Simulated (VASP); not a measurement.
In3SbTe2: relaxation of shape and atoms at fixed volume with PBE

In3SbTe2:

```
CELL_PARAMETERS angstrom
4.33046 0.00000 0.00000
-2.16523 3.75029 0.00000
0.00000 0.00000 10.49774
ATOMIC_POSITIONS crystal
In 0.00000 0.00000 0.50000
In 0.33333 0.66667 0.15543
In 0.66667 0.33333 0.84457
Sb 0.00000 0.00000 0.00000
Te 0.33333 0.66667 0.67006
Te 0.66667 0.33333 0.32994
```

```yaml
Program: VASP 6.6.1
Task: relaxation of shape and atoms at fixed volume
Functional: PBE
Potentials_or_basis: VASP PAW PBE potentials, release 64 (In_d, Sb, Te)
Cutoff: 600 eV
k_mesh: 9 × 9 × 4
Occupations: gaussian, width 0.1 eV
Spin: no spin polarisation
Dipole_correction: no
Further_INCAR_settings: ALGO = Normal; EDIFF = 1e-07; IBRION = 2; EDIFFG = -0.01; NSW = 50; ISIF = 4
```

```
Energy gained by relaxing    : 0.0 meV/atom
Ionic steps                  : 3
Pressure after relaxing      : 3.1 GPa
Largest force after relaxing : 0.007 eV/Å
Band gap on the k mesh       : zero (bands 28 and 29 overlap by 1.61 eV)
```

Forces on the atoms (eV/Å):
```
In   0.000  0.000  0.000
In   0.000  0.000  0.001
In   0.000  0.000 -0.001
Sb   0.000  0.000  0.000
Te   0.000  0.000 -0.007
Te   0.000  0.000  0.007
```

The path:
| step | energy change (eV) | largest force (eV/Å) | pressure (GPa) | volume (Å³) |
| --- | --- | --- | --- | --- |
| 1 | 0.0000 | 0.0164 | 3.08 | 170.49 |
| 2 | 0.0000 | 0.0140 | 3.08 | 170.49 |
| 3 | -0.0001 | 0.0065 | 3.08 | 170.49 |

Final structure:
```
In Sb Te
1.0
     4.33094    0.00000    0.00000
    -2.16547    3.75070    0.00000
     0.00000    0.00000   10.49540
In Sb Te
3 1 2
Direct
  0.00000 0.00000 0.50000
  0.33333 0.66667 0.15570
  0.66667 0.33333 0.84430
  0.00000 0.00000 0.00000
  0.33333 0.66667 0.66976
  0.66667 0.33333 0.33024
```

Levels at points of the mesh, in eV from the Fermi level:
| k point | band 25 | band 26 | band 27 | band 28 | band 29 | band 30 | band 31 | band 32 |
| --- | --- | --- | --- | --- | --- | --- | --- | --- |
| (0.00, 0.00, 0.00) | -1.29 | -1.03 | -0.15 | -0.15 | 1.44 | 1.52 | 2.68 | 2.68 |
| (0.00, 0.00, 0.50) | -1.28 | -0.13 | -0.13 | 0.62 | 0.77 | 1.59 | 2.12 | 2.12 |

Run time: 12 min on 1 thread of Intel(R) Xeon(R) Platinum 8259CL CPU @ 2.50GHz (Skylake/Cascade Lake) (shared host), peak memory 0.53 GiB.

Caveat: spin-orbit coupling is left out, which moves the levels of the heavy elements.
